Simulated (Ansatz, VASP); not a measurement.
One calculation of AlN, two programs

The input INCAR:

```
SYSTEM = AlN
ALGO     = Normal         ! electronic algorithm
EDIFF    = 1E-6           ! SCF threshold, eV
ENCUT    = 520            ! plane-wave cutoff, eV
GGA      = PS             ! functional
ISIF     = 2              ! what is computed and relaxed
ISMEAR   = -1             ! smearing method
LASPH    = .True.         ! aspherical terms in the spheres
LCHARG   = .False.        ! write CHGCAR
LREAL    = .False.        ! projectors in reciprocal space
LWAVE    = .False.        ! write WAVECAR
NBANDS   = 16             ! bands
NELM     = 100            ! most SCF steps
PREC     = Accurate       ! precision mode
SIGMA    = 0.02           ! smearing width, eV
```

File KPOINTS:

```
k-points
0
Gamma
  11 11 6
  0 0 0
```

POSCAR

```
AlN
1.0
    3.1005973844      0.0000000000      0.0000000000
   -1.5502986922      2.6851961018      0.0000000000
    0.0000000000      0.0000000000      4.9613510462
Al N
2 2
Direct
    0.3333333333      0.6666666667      0.0000000000
    0.6666666667      0.3333333333      0.5000000000
    0.3333333333      0.6666666667      0.3850000000
    0.6666666667      0.3333333333      0.8850000000
```

Input for Ansatz:

```yaml
crystal:
  lattice:
    - [3.1005973844, 0.0, 0.0]
    - [-1.5502986922, 2.6851961018, 0.0]
    - [0.0, 0.0, 4.9613510462]
  atoms:
    - { symbol: Al, position: [0.3333333333, 0.6666666667, 0.0] }
    - { symbol: Al, position: [0.6666666667, 0.3333333333, 0.5] }
    - { symbol: "N", position: [0.3333333333, 0.6666666667, 0.385] }
    - { symbol: "N", position: [0.6666666667, 0.3333333333, 0.885] }
kpoints:
  mp_grid: { grid: [11, 11, 6] }
  band_path:
    path:
      - [0.0, 0.0, 0.0]
      - [0.5, 0.0, 0.0]
      - [0.3333333333, 0.3333333333, 0.0]
      - [0.0, 0.0, 0.0]
      - [0.0, 0.0, 0.5]
      - [0.5, 0.0, 0.5]
      - [0.3333333333, 0.3333333333, 0.5]
      - [0.0, 0.0, 0.5]
      - [0.5, 0.0, 0.5]
    npoints: 5
scf:
  occupations: { method: fermi_dirac, width: 0.02 }
hamiltonian:
  xc: pbesol
  pseudopotentials: { kind: all_electron, lapw: { basis_error: 0.001 } }
output:
  forces: true
  stress: true
  eigenvalues: true
```

Change from the starting cell: volume scaled by 0.99.

Alike in both runs: task single point; functional PBEsol; k mesh 11 × 11 × 6; occupations fermi-dirac, width 0.02 eV; no spin polarisation.

|  | VASP | Ansatz |
| --- | --- | --- |
| version | VASP 6.6.1 | Ansatz 0.2.0 |
| potentials or method | VASP PAW PBE potentials, release 64 (Al, N), cutoff 520 eV | all-electron LAPW, scalar-relativistic |

```csv
,VASP,Ansatz,Ansatz less VASP
gap on the k mesh at the Fermi level (eV),4.18,4.17,-0.006
pressure (GPa),2.6,2.5,-0.11
"traceless stress, the component that is largest in VASP (GPa)",-1.51,-1.47,+0.035
rms of the force components (eV/Å),0.103,0.103,-0.0003
```

VASP's potentials were made for PBE, not for PBEsol. Atom by atom the forces differ by 0.000 eV/Å (rms over components). Ansatz ran all-electron here, and VASP with PAW potentials.
